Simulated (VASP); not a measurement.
# NdBi2S3 (P-3m1) in VASP: further runs

NdBi2S3 is run at these levels: PBE; tasks: single point.

Program: VASP 6.6.1. These are calculated values, not measurements. Logs are shortened: lines on timing, memory, paths and dates and some standing lists are left out, and cuts for length are marked.

## Step 1: The cell of the first run

Symmetry: P-3m1, No. 164, trigonal system. The conventional cell has a = 4.516 Å, b = 4.516 Å, c = 9.182 Å, α = 90.00°, β = 90.00°, γ = 120.00°. Nd (site symmetry -3m) has 6 S at 2.94 Å within 3.9 Å. Within 3.8 Å of Bi (site symmetry 3m) lie 6 S at 2.85 to 3.34 Å and 3 Bi at 3.48 Å. Within 3.9 Å of S (site symmetry 3m) lie 3 Nd at 2.94 Å and 3 Bi at 3.34 Å and 3 S at 3.76 Å. Within 3.8 Å of S (site symmetry -3m) lie 6 Bi at 2.85 Å.

The cell was generated, and may not be a known phase.

## Step 2: Single point, PBE

Contents of INCAR:

```
PREC = Accurate
ENCUT = 500
EDIFF = 1E-6
ISMEAR = 0
SIGMA = 0.1
LREAL = False
LASPH = True
NELM = 200
ALGO = Normal
ISIF = 2
LWAVE = False
LCHARG = False
GGA = PE
NBANDS = 38
GGA_COMPAT = False
LMAXMIX = 6
```

Contents of KPOINTS:

```
regular mesh
0
Gamma
  12 12 4
```

Contents of POSCAR:

```
NdBi2S3
1.0
    4.5156284828      0.0000000000      0.0000000000
   -2.2578142414      3.9106489801      0.0000000000
    0.0000000000      0.0000000000      9.1819405179
Nd Bi S
1 2 3
Direct
    0.0000000000      0.0000000000      0.0000000000
    0.3333333333      0.6666666667      0.3746008484
    0.6666666667      0.3333333333      0.6253991516
    0.3333333333      0.6666666667      0.8525421401
    0.6666666667      0.3333333333      0.1474578599
    0.0000000000      0.0000000000      0.5000000000
```

Potentials or basis: VASP PAW PBE potentials, release 64 (Nd_3, Bi_d, S), 4f in core.

Started as:

```console
$ cat potpaw_PBE.64/Nd_3/POTCAR potpaw_PBE.64/Bi_d/POTCAR potpaw_PBE.64/S/POTCAR > POTCAR
$ mpirun -np 1 vasp_std > vasp.out
```

OUTCAR:

```text
PREC = Accurate
   ENCUT = 500
   EDIFF = 1E-6
   ISMEAR = 0
   LREAL = False
   LASPH = True
   NELM = 200
   ISIF = 2
   GGA = PE

 ion  position               nearest neighbor table
   1  0.000  0.000  0.000-   4 2.94   5 2.94   4 2.94   5 2.94   5 2.94   4 2.94
   2  0.333  0.667  0.375-   6 2.85   6 2.85   6 2.85   5 3.34   5 3.34   5 3.34   3 3.48   3 3.48
                             3 3.48
   3  0.667  0.333  0.625-   6 2.85   6 2.85   6 2.85   4 3.34   4 3.34   4 3.34   2 3.48   2 3.48
                             2 3.48
   4  0.333  0.667  0.853-   1 2.94   1 2.94   1 2.94   3 3.34   3 3.34   3 3.34
   5  0.667  0.333  0.147-   1 2.94   1 2.94   1 2.94   2 3.34   2 3.34   2 3.34
   6  0.000  0.000  0.500-   2 2.85   3 2.85   2 2.85   3 2.85   3 2.85   2 2.85

  LATTYP: Found a hexagonal cell.
 ALAT       =     4.5156284828
 C/A-ratio  =     2.0333693422

  Lattice vectors:

 A1 = (   4.5156284828,   0.0000000000,   0.0000000000)
 A2 = (  -2.2578142414,   3.9106489801,   0.0000000000)
 A3 = (   0.0000000000,   0.0000000000,   9.1819405179)

Analysis of symmetry for initial positions (statically):
=====================================================================
 Subroutine PRICEL returns:
 Original cell was already a primitive cell.

 Routine SETGRP: Setting up the symmetry group for a
 hexagonal supercell.

 Subroutine GETGRP returns: Found 12 space group operations
 (whereof 12 operations were pure point group operations)
 out of a pool of 24 trial point group operations.

The static configuration has the point symmetry D_3d.

Analysis of symmetry for dynamics (positions and initial velocities):
=====================================================================
 Subroutine PRICEL returns:
 Original cell was already a primitive cell.

 Routine SETGRP: Setting up the symmetry group for a
 hexagonal supercell.

 Subroutine GETGRP returns: Found 12 space group operations
 (whereof 12 operations were pure point group operations)
 out of a pool of 24 trial point group operations.

The dynamic configuration has the point symmetry D_3d.

 Subroutine INISYM returns: Found 12 space group operations
 (whereof 12 operations are pure point group operations),
 and found     1 'primitive' translations

----------------------------------------------------------------------------------------

                                     Primitive cell

  volume of cell :     162.1442

[... 95 lines left out ...]
   NELM   =    200;   NELMIN=  2; NELMDL= -5     # of ELM steps
   EDIFF  = 0.1E-05   stopping-criterion for ELM
   LREAL  =      F    real-space projection
   EDIFFG = 0.1E-04   stopping-criterion for IOM
   NSW    =      0    number of steps for IOM
   IBRION =     -1    ionic relax: 0-MD 1-quasi-New 2-CG
   NFREE  =      0    steps in history (QN), initial steepest desc. (CG)
   ISIF   =      2    stress and relaxation
   ISYM   =      2    0-nonsym 1-usesym 2-fastsym
   POTIM  = 0.5000    time-step for ionic-motion
   TEBEG  =    0.0;   TEEND  =   0.0 temperature during run
   PSTRESS=    0.0 pullay stress
   NELECT =      59.0000    total number of electrons
   NUPDOWN=      -1.0000    fix difference up-down
   EMIN   =  10.00;   EMAX   =-10.00  energy-range for DOS
   EFERMI =   0.00;   METHOD = LEGACY
   ISMEAR =     0;   SIGMA  =   0.10  broadening in eV -4-tet -1-fermi 0-gaus
   EFERMI_NEDOS =   21; number of points for ismear=-14 and -15
   IALGO  =     38    algorithm
   IMIX   =      4    mixing-type and parameters
     AMIX     =   0.40;   BMIX     =  1.00
     AMIX_MAG =   1.60;   BMIX_MAG =  1.00
  volume/ion in A,a.u.               =      27.02       182.37
  Fermi-wavevector in a.u.,A,eV,Ry     =   1.168759  2.208634 18.585528  1.365998
  Thomas-Fermi vector in A             =   2.305241
   LORBIT       =      0    0 simple, 1 ext, 2 COOP (PROOUT), +10 PAW based schemes
   GGA     = PE    functional components
   LHFCALC =     F    Hartree Fock is set to
   AEXX    =    0.0000 exact exchange contribution
   IVDW    =     0    specifies the selected vdW correction
   LEPSILON=     F    determine dielectric tensor
   LRPA    =     F    only Hartree local field effects (RPA)
 non-spin polarized calculation
 Gauss-broadening in eV      SIGMA  =   0.10
  energy-cutoff  :      500.00
  volume of cell :      162.14
 maximum number of plane-waves:      4176
 NGX is ok and might be reduce to    36
   NGX = 17   NGY = 17   NGZ = 33

 number of electron      59.0000005 magnetization

 Free energy of the ion-electron system (eV)
  ---------------------------------------------------
  ext. energy  EPLUGINS =         0.00000000
  ---------------------------------------------------
  free energy    TOTEN  =       -28.96349843 eV

  energy without entropy =      -28.95171303  energy(sigma->0) =      -28.95760573

 E-fermi :   6.0928     XC(G=0):  -9.6618

 val. band max:        6.0920441273   @ k =  -0.0833   0.3333   0.2500
 cond. band min:       6.1120864098   @ k =   0.3333   0.3333   0.5000
 fundamental gap:      0.0200422825
 Fermi energy:         6.0927822341

 k-point     1 :       0.0000    0.0000    0.0000
  band No.  band energies     occupation
      1     -33.0873      2.00000
      2     -17.5243      2.00000
      3     -17.5243      2.00000
      4     -17.5123      2.00000
      5     -17.5123      2.00000
      6     -17.4716      2.00000
[... 973 lines left out ...]
     37       8.0093      0.00000
     38      10.2838      0.00000

 [... further k-points ...]
[... 5 lines left out ...]
  --------------------------------------------------------------------------------------
  -------------------------------------------------------------------------------------
  Total       -0.0533108     -0.0533108     -0.0998280      0.0000000     -0.0000000      0.0000000
  in kB       -0.5267736     -0.5267736     -0.9864193      0.0000000     -0.0000000      0.0000000
  external PRESSURE =      -0.6799889 kB  Pullay stress =       0.0000000 kB

 VOLUME and BASIS-vectors are now :
 -----------------------------------------------------------------------------
  energy-cutoff  :      500.00
  volume of cell :      162.14
      direct lattice vectors                 reciprocal lattice vectors
     4.515628483  0.000000000  0.000000000     0.221453116  0.127856016  0.000000000
    -2.257814241  3.910648980  0.000000000     0.000000000  0.255712033  0.000000000
     0.000000000  0.000000000  9.181940518     0.000000000  0.000000000  0.108909440

 POSITION                                       TOTAL-FORCE (eV/Angst)
 -----------------------------------------------------------------------------------
      0.00000      0.00000      0.00000        -0.000000      0.000000      0.000000
     -0.00000      2.60710      3.43956         0.000000      0.000000     -0.007810
      2.25781      1.30355      5.74238         0.000000     -0.000000      0.007810
     -0.00000      2.60710      7.82799        -0.000000      0.000000      0.002230
      2.25781      1.30355      1.35395        -0.000000     -0.000000     -0.002230
      0.00000      0.00000      4.59097        -0.000000      0.000000      0.000000
 -----------------------------------------------------------------------------------
    total drift:                                0.000000      0.000000     -0.000000

  FREE ENERGIE OF THE ION-ELECTRON SYSTEM (eV)
  ---------------------------------------------------
  free  energy   TOTEN  =       -28.9634984290 eV

  energy  without entropy=      -28.9517130290  energy(sigma->0) =      -28.95760573
```

stdout:

```text
POSCAR found type information on POSCAR NdBiS
 POSCAR found :  3 types and       6 ions
 scaLAPACK will be used
 LDA part: xc-table for (Slater+PW92), standard interpolation
 POSCAR, INCAR and KPOINTS ok, starting setup
 FFT: planning ... GRIDC
 FFT: planning ... GRID_SOFT
 FFT: planning ... GRID
 WAVECAR not read
 entering main loop
```

It took 3.5 min on 1 thread of Intel Xeon 6975P-C (Granite Rapids), shared host; peak memory 0.52 GiB.

Results:

```
Free energy            : -28.9635 eV
Pressure               : -0.1 GPa
Largest force          : 0.008 eV/Å
Band gap on the k mesh : zero (an odd number of electrons rules out a gap without spin polarisation)
```

Forces on the atoms (eV/Å):
```
Nd   0.000  0.000  0.000
Bi   0.000  0.000 -0.008
Bi   0.000  0.000  0.008
S    0.000  0.000  0.002
S    0.000  0.000 -0.002
S    0.000  0.000  0.000
```

Caveat: spin-orbit coupling is left out, which moves the levels of the heavy elements; the 4f electrons are frozen in the core, so they carry no moment and show no levels; an odd number of electrons without spin polarisation forces a metal; a magnetic or distorted state may lie lower; the run has no spin polarisation, though such a crystal can be magnetic. With open d or f shells a metallic result of PBE can be an artefact of self-interaction; +U or a hybrid may open a gap.

## Step 3: Single point, PBE

Contents of INCAR:

```
PREC = Accurate ; ENCUT = 500
EDIFF = 1E-6 ; ISMEAR = 0
SIGMA = 0.1 ; LREAL = False
LASPH = True ; NELM = 200
ALGO = Normal ; ISIF = 2
LWAVE = False ; LCHARG = False
GGA = PE ; NBANDS = 38
GGA_COMPAT = False ; LMAXMIX = 6
```

KPOINTS is that of step 2.

Contents of POSCAR:

```
NdBi2S3
1.0
    4.5149306421      0.0000000000      0.0000000000
   -2.2574653210      3.9100446324      0.0000000000
    0.0000000000      0.0000000000      9.1932649573
Nd Bi S
1 2 3
Direct
    0.0000000000      0.0000000000      0.0000000000
    0.3333333333      0.6666666667      0.6252103688
    0.6666666667      0.3333333333      0.3747896312
    0.3333333333      0.6666666667      0.1475553060
    0.0000000000      0.0000000000      0.5000000000
    0.6666666667      0.3333333333      0.8524446940
```

Potentials or basis: VASP PAW PBE potentials, release 64 (Nd_3, Bi_d, S), 4f in core.

Started as:

```console
$ cat potpaw_PBE.64/Nd_3/POTCAR potpaw_PBE.64/Bi_d/POTCAR potpaw_PBE.64/S/POTCAR > POTCAR
$ mpirun -np 1 vasp_std > vasp.out
```

Run time: 3.1 min. Hardware: 1 thread of Intel Xeon 6975P-C (Granite Rapids), shared host; peak memory 0.52 GiB.

It converged, with:

```
Free energy            : -28.9634 eV
Pressure               : -0.1 GPa
Largest force          : 0.012 eV/Å
Band gap on the k mesh : zero (an odd number of electrons rules out a gap without spin polarisation)
```

Forces in eV/Å, atoms in the order of the input:
```
Nd   0.000  0.000  0.000
Bi   0.000  0.000  0.012
Bi   0.000  0.000 -0.012
S    0.000  0.000 -0.008
S    0.000  0.000  0.000
S    0.000  0.000  0.008
```

Levels at points of the mesh, in eV from the Fermi level:
| k point | band 27 | band 28 | band 29 | band 30 | band 31 | band 32 |
| --- | --- | --- | --- | --- | --- | --- |
| (0.00, 0.00, 0.00) | -2.39 | -2.39 | -1.68 | -1.44 | -1.44 | 1.05 |
| (0.50, 0.00, 0.00) | -2.88 | -2.17 | -1.18 | 0.33 | 0.59 | 1.07 |
| (0.00, 0.00, 0.50) | -2.56 | -2.56 | -1.18 | -1.18 | -0.81 | 0.31 |
| (0.50, 0.00, 0.50) | -2.98 | -2.66 | -0.87 | 0.51 | 0.72 | 1.30 |

Caveat: spin-orbit coupling is left out, which moves the levels of the heavy elements; the 4f electrons are frozen in the core, so they carry no moment and show no levels; an odd number of electrons without spin polarisation forces a metal; a magnetic or distorted state may lie lower; the run has no spin polarisation, though such a crystal can be magnetic.

The gap in the log of VASP goes by the Fermi energy; the results here count the filled bands.